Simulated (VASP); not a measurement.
Runs of VASP 6.6.1 on Ru. The structure is that of space group P6_3/mmc (No. 194), or close to it. The cells are those of the table. 

| cell | k mesh | gap on the mesh (eV) | pressure (GPa) |
| --- | --- | --- | --- |
| a = 2.671, b = 2.671, c = 4.232 Å, angles 90.0, 90.0, 120.0°, 2 atoms | 9 × 9 × 5 | none | 1.0 |
| a = 2.685, b = 2.685, c = 4.253 Å, angles 90.0, 90.0, 120.0°, 2 atoms | 10 × 10 × 5 | none | -4.2 |
| a = 2.671, b = 2.671, c = 4.232 Å, angles 90.0, 90.0, 120.0°, 2 atoms | 10 × 10 × 5 | none | 1.2 |
| a = 2.658, b = 2.658, c = 4.211 Å, angles 90.0, 90.0, 120.0°, 2 atoms | 10 × 10 × 5 | none | (a) |

Alike in all rows: task single point; level LDA; potentials or basis VASP PAW LDA potentials, release 64 (Ru_pv); no spin polarisation; cutoff (eV) 500; smearing methfessel-paxton 0.1 eV.

**Question.** Fill in the values left out.

**Answer.** (a) 7.0.

A k mesh can miss the band edges, and the runs leave out spin-orbit coupling on Ru.

A gap of «none» marks levels without a gap at the run's occupations.
